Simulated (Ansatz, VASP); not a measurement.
**Two plane-wave programs on Mg3CdTe4**

The input INCAR:

```
ALGO = Normal
EDIFF = 1E-6
ENCUT = 520
GGA = PE
ISIF = 2
ISMEAR = 0
LASPH = T
LCHARG = T
LELF = T
LREAL = F
LVHAR = T
LWAVE = F
NBANDS = 31
NELM = 80
PREC = Accurate
SIGMA = 0.1
```

Contents of KPOINTS:

```
k-points
0
Gamma
  6 6 2
```

Contents of POSCAR:

```
Mg3CdTe4
1.0
    4.2355801100      0.0000000000      0.0000000000
   -2.1177900500      3.6681199700      0.0000000000
    0.0000000000      0.0000000000     13.7263756600
Mg Cd Te
3 1 4
Direct
    0.3333333300      0.6666666700      0.4979955900
    0.3333333300      0.6666666700      0.9979955900
    0.6666666700      0.3333333300      0.2479955900
    0.6666666700      0.3333333300      0.7479955900
    0.3333333300      0.6666666700      0.1870044200
    0.3333333300      0.6666666700      0.6870044200
    0.6666666700      0.3333333300      0.4370044200
    0.6666666700      0.3333333300      0.9370044200
```

Input for Ansatz:

```yaml
crystal:
  lattice:
    - [4.23558011, 0.0, 0.0]
    - [-2.11779005, 3.66811997, 0.0]
    - [0.0, 0.0, 13.72637566]
  atoms:
    - { symbol: Mg, position: [0.33333333, 0.66666667, 0.49799559] }
    - { symbol: Mg, position: [0.33333333, 0.66666667, 0.99799559] }
    - { symbol: Mg, position: [0.66666667, 0.33333333, 0.24799559] }
    - { symbol: Cd, position: [0.66666667, 0.33333333, 0.74799559] }
    - { symbol: Te, position: [0.33333333, 0.66666667, 0.18700442] }
    - { symbol: Te, position: [0.33333333, 0.66666667, 0.68700442] }
    - { symbol: Te, position: [0.66666667, 0.33333333, 0.43700442] }
    - { symbol: Te, position: [0.66666667, 0.33333333, 0.93700442] }
basis:
  ecutwfc: 420
kpoints:
  mp_grid: { grid: [6, 6, 2] }
hamiltonian:
  xc: pbe
scf:
  occupations: { method: gaussian, width: 0.1 }
  lower_state_search: "off"
output:
  forces: true
  stress: true
  eigenvalues: true
```

Alike in both runs: task single point; functional PBE; k mesh 6 × 6 × 2; occupations gaussian, width 0.1 eV; no spin polarisation.

|  | VASP | Ansatz |
| --- | --- | --- |
| version | VASP 6.6.1 | Ansatz 0.2.0 |
| potentials or method | VASP PAW PBE potentials, release 64 (Mg, Cd, Te), cutoff 520 eV | scalar-relativistic, plane waves, PAW |
| valence electrons in the cell | 42 | 114 |

Ansatz gave:

- gap on the k mesh at the Fermi level (eV): 2.42
- least direct gap on the mesh (eV): 2.42
- pressure (GPa): 16.8
- rms of the force components (eV/Å): 0.218

Question: What did VASP give for the same quantities?

Answer: gap on the k mesh at the Fermi level (eV): 2.40; least direct gap on the mesh (eV): 2.42; pressure (GPa): 16.9; rms of the force components (eV/Å): 0.225.

Atom by atom the forces differ by 0.008 eV/Å (rms over components). VASP's potentials hold 42 valence electrons a cell and Ansatz's 114, so a difference there can come from the potentials and not from the codes.

Spin-orbit coupling is off throughout.
